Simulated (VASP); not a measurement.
A run of VASP 6.6.1 is set up as follows.

File INCAR:

```
PREC = Accurate ; ENCUT = 520
EDIFF = 1E-6 ; ISMEAR = -1
SIGMA = 0.05 ; LREAL = F
LASPH = T ; NELM = 60
ALGO = Normal ; ISIF = 2
LWAVE = F ; LCHARG = F
GGA = PS ; NBANDS = 11
```

KPOINTS

```
Automatic mesh
0
Gamma
  10 10 10
```

POSCAR

```
Pt
1.0
   -1.5842200000      1.5842200000      1.5842200000
    1.5842200000     -1.5842200000      1.5842200000
    1.5842200000      1.5842200000     -1.5842200000
Pt
1
Direct
    0.0000000000      0.0000000000      0.0000000000
```

Potentials or basis: VASP PAW PBE potentials, release 64 (Pt).

Command:

```bash
$ cat potpaw_PBE.64/Pt/POTCAR > POTCAR
$ mpirun -np 1 vasp_std > vasp.out
```

Task: Predict the band gap on the k mesh.

Result: Zero (band 5 reaches 10.89 eV, above the bottom of band 6 at 8.82 eV).

Task: Estimate the pressure.

Result: -11.3 GPa.

Caveat: the PAW data sets were made with another functional, which shifts forces and pressure a little; spin-orbit coupling is left out, which moves the levels of the heavy elements.
